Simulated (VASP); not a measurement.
# Ti (Fm-3m) in VASP: further runs

The runs below take Ti through single point, with PBEsol.

Program: VASP 6.6.1. These are calculated values, not measurements. Logs are shortened: lines on timing, memory, paths and dates and some standing lists are left out, and cuts for length are marked.

### 1 The cell of the first run

Symmetry: Fm-3m, No. 225, cubic system. Conventional cell: a = 4.087 Å, b = 4.087 Å, c = 4.087 Å, α = 90.00°, β = 90.00°, γ = 90.00°. Within 3.8 Å of Ti (site symmetry m-3m) lie 12 Ti at 2.89 Å.

### 2 Single point, PBEsol

The input, INCAR:

```
SYSTEM = Ti
PREC     = Accurate       ! precision mode
ENCUT    = 520            ! plane-wave cutoff, eV
EDIFF    = 1E-6           ! SCF threshold, eV
ISMEAR   = 1              ! smearing method
SIGMA    = 0.05           ! smearing width, eV
LREAL    = .FALSE.        ! projectors in reciprocal space
LASPH    = .TRUE.         ! aspherical terms in the spheres
NELM     = 60             ! most SCF steps
ALGO     = Normal         ! electronic algorithm
ISIF     = 2              ! what is computed and relaxed
LWAVE    = .FALSE.        ! write WAVECAR
LCHARG   = .TRUE.         ! write CHGCAR
GGA      = PS             ! functional
LELF     = .TRUE.         ! ELF
LVHAR    = .TRUE.       
NBANDS   = 12             ! bands
```

The input, KPOINTS:

```
Automatic mesh
0
G
  12 12 12
  0 0 0
```

The input, POSCAR:

```
Ti
1.0
    0.0000000000      2.0434441004      2.0434441004
    2.0434441004      0.0000000000      2.0434441004
    2.0434441004      2.0434441004      0.0000000000
Ti
1
Direct
    0.0000000000      0.0000000000      0.0000000000
```

Potentials or basis: VASP PAW PBE potentials, release 64 (Ti_sv).

The run is started by

```sh
$ cat potpaw_PBE.64/Ti_sv/POTCAR > POTCAR
$ mpirun -np 1 vasp_std > vasp.out
```

OUTCAR:

```text
SYSTEM = Ti
   PREC = Accurate
   ENCUT = 520
   EDIFF = 1E-6
   ISMEAR = 1
   LREAL = .FALSE.
   LASPH = .TRUE.
   NELM = 60
   ISIF = 2
   GGA = PS

 ion  position               nearest neighbor table
   1  0.000  0.000  0.000-

  LATTYP: Found a face centered cubic cell.
 ALAT       =     4.0868882008

  Lattice vectors:

 A1 = (   0.0000000000,   2.0434441004,   2.0434441004)
 A2 = (   2.0434441004,   0.0000000000,   2.0434441004)
 A3 = (   2.0434441004,   2.0434441004,   0.0000000000)

Analysis of symmetry for initial positions (statically):
=====================================================================
 Subroutine PRICEL returns:
 Original cell was already a primitive cell.

 Routine SETGRP: Setting up the symmetry group for a
 face centered cubic supercell.

 Subroutine GETGRP returns: Found 48 space group operations
 (whereof 48 operations were pure point group operations)
 out of a pool of 48 trial point group operations.

The static configuration has the point symmetry O_h .

Analysis of symmetry for dynamics (positions and initial velocities):
=====================================================================
 Subroutine PRICEL returns:
 Original cell was already a primitive cell.

 Routine SETGRP: Setting up the symmetry group for a
 face centered cubic supercell.

 Subroutine GETGRP returns: Found 48 space group operations
 (whereof 48 operations were pure point group operations)
 out of a pool of 48 trial point group operations.

The dynamic configuration has the point symmetry O_h .

 Subroutine INISYM returns: Found 48 space group operations
 (whereof 48 operations are pure point group operations),
 and found     1 'primitive' translations

----------------------------------------------------------------------------------------

                                     Primitive cell

  volume of cell :      17.0655

  direct lattice vectors                    reciprocal lattice vectors
     0.000000000  2.043444100  2.043444100    -0.244684941  0.244684941  0.244684941
     2.043444100  0.000000000  2.043444100     0.244684941 -0.244684941  0.244684941
     2.043444100  2.043444100  0.000000000     0.244684941  0.244684941 -0.244684941

  length of vectors
     2.889866361  2.889866361  2.889866361     0.423806750  0.423806750  0.423806750

  position of ions in fractional coordinates (direct lattice)
     0.000000000  0.000000000  0.000000000

  ion indices of the primitive-cell ions
   primitive index   ion index
                 1           1

----------------------------------------------------------------------------------------

 KPOINTS: Automatic mesh

Automatic generation of k-mesh.
 Grid dimensions read from file:
 generate k-points for:   12   12   12

 Generating k-lattice:

  Cartesian coordinates                     Fractional coordinates (reciprocal lattice)
    -0.020390412  0.020390412  0.020390412     0.083333333  0.000000000  0.000000000
     0.020390412 -0.020390412  0.020390412     0.000000000  0.083333333  0.000000000
     0.020390412  0.020390412 -0.020390412     0.000000000  0.000000000  0.083333333

  Length of vectors
     0.035317229  0.035317229  0.035317229

  Shift w.r.t. Gamma in fractional coordinates (k-lattice)
     0.000000000  0.000000000  0.000000000

 Subroutine IBZKPT returns following result:
 ===========================================

 Found     72 irreducible k-points:

 Following reciprocal coordinates:
            Coordinates               Weight
  0.000000  0.000000  0.000000      1.000000
  0.083333  0.000000  0.000000      8.000000
  0.166667  0.000000  0.000000      8.000000
  0.250000  0.000000  0.000000      8.000000
  0.333333  0.000000  0.000000      8.000000
  0.416667  0.000000  0.000000      8.000000
[... 16 lines left out ...]
  0.500000  0.166667  0.000000     24.000000
 -0.416667  0.166667  0.000000     24.000000
 [... further k-points ...]
   k-points           NKPTS =     72   k-points in BZ     NKDIM =     72   number of bands    NBANDS=     12
   number of dos      NEDOS =    301   number of ions     NIONS =      1
   total plane-waves  NPLWV =  13824
   dimension x,y,z NGX =    24 NGY =   24 NGZ =   24
   dimension x,y,z NGXF=    48 NGYF=   48 NGZF=   48
   ions per type =               1
   NGX,Y,Z   is equivalent  to a cutoff of  13.81, 13.81, 13.81 a.u.
   NGXF,Y,Z  is equivalent  to a cutoff of  27.61, 27.61, 27.61 a.u.
 SYSTEM =  Ti
   PREC   = accura    normal or accurate (medium, high low for compatibility)
   ISTART =      0    job   : 0-new  1-cont  2-samecut
   ICHARG =      2    charge: 1-file 2-atom 10-const
   ISPIN  =      1    spin polarized calculation?
   LNONCOLLINEAR =      F non collinear calculations
   LSORBIT =      F    spin-orbit coupling
   LASPH  =      T    aspherical Exc in radial PAW
   ENCUT  =  520.0 eV  38.22 Ry    6.18 a.u.   5.37  5.37  5.37*2*pi/ulx,y,z
   NELM   =     60;   NELMIN=  2; NELMDL= -5     # of ELM steps
   EDIFF  = 0.1E-05   stopping-criterion for ELM
   LREAL  =      F    real-space projection
   EDIFFG = 0.1E-04   stopping-criterion for IOM
   NSW    =      0    number of steps for IOM
   IBRION =     -1    ionic relax: 0-MD 1-quasi-New 2-CG
   NFREE  =      0    steps in history (QN), initial steepest desc. (CG)
   ISIF   =      2    stress and relaxation
   ISYM   =      2    0-nonsym 1-usesym 2-fastsym
   POTIM  = 0.5000    time-step for ionic-motion
   TEBEG  =    0.0;   TEEND  =   0.0 temperature during run
   PSTRESS=    0.0 pullay stress
   NELECT =      12.0000    total number of electrons
   NUPDOWN=      -1.0000    fix difference up-down
   EMIN   =  10.00;   EMAX   =-10.00  energy-range for DOS
   EFERMI =   0.00;   METHOD = LEGACY
   ISMEAR =     1;   SIGMA  =   0.05  broadening in eV -4-tet -1-fermi 0-gaus
   EFERMI_NEDOS =   21; number of points for ismear=-14 and -15
   IALGO  =     38    algorithm
   IMIX   =      4    mixing-type and parameters
     AMIX     =   0.40;   BMIX     =  1.00
     AMIX_MAG =   1.60;   BMIX_MAG =  1.00
  volume/ion in A,a.u.               =      17.07       115.16
  Fermi-wavevector in a.u.,A,eV,Ry     =   1.455780  2.751026 28.834774  2.119296
  Thomas-Fermi vector in A             =   2.572775
   LORBIT       =      0    0 simple, 1 ext, 2 COOP (PROOUT), +10 PAW based schemes
   GGA     = PS    functional components
   LHFCALC =     F    Hartree Fock is set to
   AEXX    =    0.0000 exact exchange contribution
   IVDW    =     0    specifies the selected vdW correction
   LEPSILON=     F    determine dielectric tensor
   LRPA    =     F    only Hartree local field effects (RPA)
 non-spin polarized calculation
 Methfessel and Paxton  Order N= 1 SIGMA  =   0.05
  energy-cutoff  :      520.00
  volume of cell :       17.07
 maximum number of plane-waves:       477
 NGX is ok and might be reduce to    24
   NGX = 11   NGY = 11   NGZ = 11

 number of electron      12.0000003 magnetization

 Free energy of the ion-electron system (eV)
  ---------------------------------------------------
  ext. energy  EPLUGINS =         0.00000000
  ---------------------------------------------------
  free energy    TOTEN  =        -8.27690909 eV

  energy without entropy =       -8.27626164  energy(sigma->0) =       -8.27669327

 E-fermi :   8.2927     XC(G=0): -11.7218

 val. band max:        8.2844340960   @ k =   0.3333   0.0000   0.0000
 cond. band min:       8.3011825304   @ k =   0.5000   0.3333   0.1667
 fundamental gap:      0.0167484344
 Fermi energy:         8.2926929442

 k-point     1 :       0.0000    0.0000    0.0000
  band No.  band energies     occupation
      1     -48.1805      2.00000
      2     -24.1125      2.00000
      3     -24.1125      2.00000
      4     -24.1125      2.00000
      5       2.1412      2.00000
      6       9.1597     -0.00000
      7       9.1597     -0.00000
      8       9.1597     -0.00000
      9      10.8218      0.00000
     10      10.8218      0.00000
     11      23.6455      0.00000
     12      28.1657      0.00000

 k-point     2 :       0.0833    0.0000    0.0000
  band No.  band energies     occupation
      1     -48.1717      2.00000
      2     -24.1623      2.00000
      3     -24.1187      2.00000
      4     -24.1187      2.00000
      5       2.3690      2.00000
      6       9.0204     -0.00000
      7       9.2406     -0.00000
      8       9.2406     -0.00000
      9      10.7707      0.00000
     10      10.7707      0.00000
     11      23.8234      0.00000
     12      26.6136      0.00000

 k-point     3 :       0.1667    0.0000    0.0000
  band No.  band energies     occupation
      1     -48.1474      2.00000
      2     -24.2971      2.00000
      3     -24.1356      2.00000
      4     -24.1356      2.00000
      5       3.0152      2.00000
      6       8.6845     -0.00000
      7       9.4014      0.00000
      8       9.4014      0.00000
      9      10.7153      0.00000
     10      10.7153      0.00000
     11      23.5235      0.00000
     12      24.8213      0.00000

 k-point     4 :       0.2500    0.0000    0.0000
  band No.  band energies     occupation
      1     -48.1141      2.00000
      2     -24.4779      2.00000
      3     -24.1586      2.00000
      4     -24.1586      2.00000
      5       3.9530      2.00000
      6       8.3514     -0.07009
      7       9.4184      0.00000
      8       9.4184      0.00000
      9      10.9013      0.00000
     10      10.9013      0.00000
     11      21.3969      0.00000
     12      24.4185      0.00000

 k-point     5 :       0.3333    0.0000    0.0000
  band No.  band energies     occupation
      1     -48.0805      2.00000
      2     -24.6553      2.00000
      3     -24.1815      2.00000
      4     -24.1815      2.00000
      5       4.9071      2.00000
      6       8.2844      1.27538
      7       9.2588     -0.00000
      8       9.2588     -0.00000
      9      11.3398      0.00000
     10      11.3398      0.00000
     11      19.1831      0.00000
     12      23.7463      0.00000
[... 228 lines left out ...]
      1     -48.0809      2.00000
      2     -24.5525      2.00000
      3     -24.2333      2.00000
      4     -24.2303      2.00000
      5       4.8885      2.00000
      6       7.7770      2.00000
      7       9.0513     -0.00000
      8       9.9206      0.00000
      9      10.9883      0.00000
     10      11.5633      0.00000
     11      20.9801      0.00000
     12      24.1365      0.00000

 k-point    22 :       0.4167    0.1667    0.0000
  band No.  band energies     occupation
      1     -48.0533      2.00000
      2     -24.6796      2.00000
      3     -24.2734      2.00000
      4     -24.2446      2.00000
      5       5.7265      2.00000
      6       7.7133      2.00000
      7       8.7662     -0.00000
      8       9.7713      0.00000
      9      11.8931      0.00000
     10      11.9159      0.00000
     11      18.6785      0.00000
     12      23.3556      0.00000

 k-point    23 :       0.5000    0.1667    0.0000
  band No.  band energies     occupation
      1     -48.0360      2.00000
      2     -24.7551      2.00000
      3     -24.3109      2.00000
      4     -24.2445      2.00000
      5       6.1917      2.00000
      6       7.7834      2.00000
      7       8.7827     -0.00000
      8       9.6167      0.00000
      9      11.9759      0.00000
     10      12.8907      0.00000
     11      16.9085      0.00000
     12      22.7096      0.00000

 k-point    24 :      -0.4167    0.1667    0.0000
  band No.  band energies     occupation
      1     -48.0337      2.00000
      2     -24.7614      2.00000
      3     -24.3344      2.00000
      4     -24.2299      2.00000
      5       6.2822      2.00000
      6       7.8968      2.00000
      7       8.7723     -0.00000
      8       9.5464      0.00000
      9      11.7056      0.00000
     10      13.2728      0.00000
     11      16.6507      0.00000
     12      22.3023      0.00000

 [... further k-points ...]
[... 5 lines left out ...]
  --------------------------------------------------------------------------------------
  -------------------------------------------------------------------------------------
  Total       -0.2768476     -0.2768476     -0.2768476      0.0000000     -0.0000000      0.0000000
  in kB      -25.9915995    -25.9915995    -25.9915995      0.0000000     -0.0000000      0.0000000
  external PRESSURE =     -25.9915995 kB  Pullay stress =       0.0000000 kB

 VOLUME and BASIS-vectors are now :
 -----------------------------------------------------------------------------
  energy-cutoff  :      520.00
  volume of cell :       17.07
      direct lattice vectors                 reciprocal lattice vectors
     0.000000000  2.043444100  2.043444100    -0.244684941  0.244684941  0.244684941
     2.043444100  0.000000000  2.043444100     0.244684941 -0.244684941  0.244684941
     2.043444100  2.043444100  0.000000000     0.244684941  0.244684941 -0.244684941

 POSITION                                       TOTAL-FORCE (eV/Angst)
 -----------------------------------------------------------------------------------
      0.00000      0.00000      0.00000         0.000000      0.000000      0.000000
 -----------------------------------------------------------------------------------
    total drift:                                0.000000      0.000000     -0.000000

  FREE ENERGIE OF THE ION-ELECTRON SYSTEM (eV)
  ---------------------------------------------------
  free  energy   TOTEN  =        -8.2769090871 eV

  energy  without entropy=       -8.2762616425  energy(sigma->0) =       -8.27669327
```

It took 11 s on 1 thread of Intel Xeon 6975P-C, shared host; peak memory 0.14 GiB.

What came out:

| Quantity | Value |
| --- | --- |
| Free energy | -8.2769 eV |
| Pressure | -2.6 GPa |
| Band gap on the k mesh | zero (band 6 reaches 9.16 eV, above the bottom of band 7 at 7.89 eV) |

Levels at points of the mesh, in eV from the Fermi level:
```csv
k point,band 4,band 5,band 6,band 7,band 8,band 9
"(0.00, 0.00, 0.00)",-32.41,-6.15,0.87,0.87,0.87,2.53
"(0.50, 0.00, 0.00)",-32.50,-2.65,0.68,0.74,0.74,3.64
"(0.50, 0.50, 0.00)",-32.66,-2.66,-1.78,2.91,3.62,3.93
```

Caveat: the PAW data sets were made with another functional, which shifts forces and pressure a little.

### 3 Single point, PBEsol

This run uses another cell than the first one, of 17.40 Å³/atom, 1.020 times its volume.

The input, INCAR:

```
  PREC = Accurate
  ENCUT = 520
  EDIFF = 1E-6
  ISMEAR = 1
  SIGMA = 0.05
  LREAL = F
  LASPH = T
  NELM = 100
  ALGO = Normal
  ISIF = 2
  LWAVE = F
  LCHARG = F
  GGA = PS
  NBANDS = 12
```

The input, KPOINTS:

```
Automatic mesh
0
Gamma
  12 12 12
```

The input, POSCAR:

```
Ti
1.0
    0.0000000000      2.0567135898      2.0567135898
    2.0567135898      0.0000000000      2.0567135898
    2.0567135898      2.0567135898      0.0000000000
Ti
1
Direct
    0.0000000000      0.0000000000      0.0000000000
```

Potentials or basis: VASP PAW PBE potentials, release 64 (Ti_sv).

The run is started by

```sh
$ cat potpaw_PBE.64/Ti_sv/POTCAR > POTCAR
$ mpirun -np 1 vasp_std > vasp.out
```

Wall time 11 s (1 thread of Intel Xeon 6975P-C, shared host); peak memory 0.14 GiB.

It converged, with:

| Quantity | Value |
| --- | --- |
| Free energy | -8.2695 eV |
| Pressure | -4.5 GPa |
| Band gap on the k mesh | zero (band 6 reaches 8.94 eV, above the bottom of band 7 at 7.69 eV) |

Levels at points of the mesh, in eV from the Fermi level:
```tsv
k point	band 3	band 4	band 5	band 6	band 7	band 8	band 9	band 10
(0.00, 0.00, 0.00)	-32.46	-32.46	-6.11	0.85	0.85	0.85	2.47	2.47
(0.50, 0.00, 0.00)	-32.55	-32.55	-2.61	0.63	0.73	0.73	3.55	3.55
(0.50, 0.50, 0.00)	-32.70	-32.70	-2.59	-1.72	2.82	3.54	3.84	3.84
```

Caveat: the PAW data sets were made with another functional, which shifts forces and pressure a little.

### 4 Single point, PBEsol

This run uses another cell than the first one, of 17.73 Å³/atom, 1.039 times its volume.

The input, INCAR:

```
SYSTEM = Ti
PREC = Accurate
ENCUT = 520
EDIFF = 1E-7
ISMEAR = 1
SIGMA = 0.05
LREAL = .False.
LASPH = .True.
NELM = 100
ALGO = Normal
ISIF = 2
LWAVE = .False.
LCHARG = .True.
GGA = PS
LELF = .True.
LVHAR = .True.
NBANDS = 12
```

The input, KPOINTS:

```
regular mesh
0
Gamma
  12 12 12
  0 0 0
```

The input, POSCAR:

```
Ti
1.0
    0.0000000000      2.0698140295      2.0698140295
    2.0698140295      0.0000000000      2.0698140295
    2.0698140295      2.0698140295      0.0000000000
Ti
1
Direct
    0.0000000000      0.0000000000      0.0000000000
```

The run is started by

```sh
$ cat potpaw_PBE.64/Ti_sv/POTCAR > POTCAR
$ mpirun -np 1 vasp_std > vasp.out
```

Wall time 13 s (1 thread of Intel Xeon 6975P-C, shared host); peak memory 0.15 GiB.

It converged, with:

| Property | Result |
| --- | --- |
| Free energy | -8.2582 eV |
| Pressure | -6.4 GPa |
| Band gap on the k mesh | zero (band 6 reaches 8.73 eV, above the bottom of band 7 at 7.50 eV) |

Levels at points of the mesh, in eV from the Fermi level:
| k point | band 3 | band 4 | band 5 | band 6 | band 7 | band 8 | band 9 | band 10 |
| --- | --- | --- | --- | --- | --- | --- | --- | --- |
| (0.00, 0.00, 0.00) | -32.52 | -32.52 | -6.06 | 0.84 | 0.84 | 0.84 | 2.42 | 2.42 |
| (0.50, 0.00, 0.00) | -32.60 | -32.60 | -2.57 | 0.58 | 0.72 | 0.72 | 3.47 | 3.47 |
| (0.50, 0.50, 0.00) | -32.74 | -32.74 | -2.53 | -1.67 | 2.73 | 3.45 | 3.75 | 3.75 |

Caveat: the PAW data sets were made with another functional, which shifts forces and pressure a little.

### 5 The runs side by side

```csv
cell,gap on the mesh (eV),pressure (GPa)
"a = 2.890 Å, angles 60.0°, 1 atom",none,-2.6
"a = 2.909 Å, angles 60.0°, 1 atom",none,-4.5
"a = 2.927 Å, angles 60.0°, 1 atom",none,-6.4
```

Alike in all rows: task single point; level PBEsol; potentials or basis VASP PAW PBE potentials, release 64 (Ti_sv); no spin polarisation; k mesh 12 × 12 × 12; cutoff (eV) 520; smearing methfessel-paxton 0.05 eV.

Caveats: the PAW data sets were made with another functional, which shifts forces and pressure a little.

Total energies depend on the potentials used, so only differences within one code and one set of settings carry meaning.
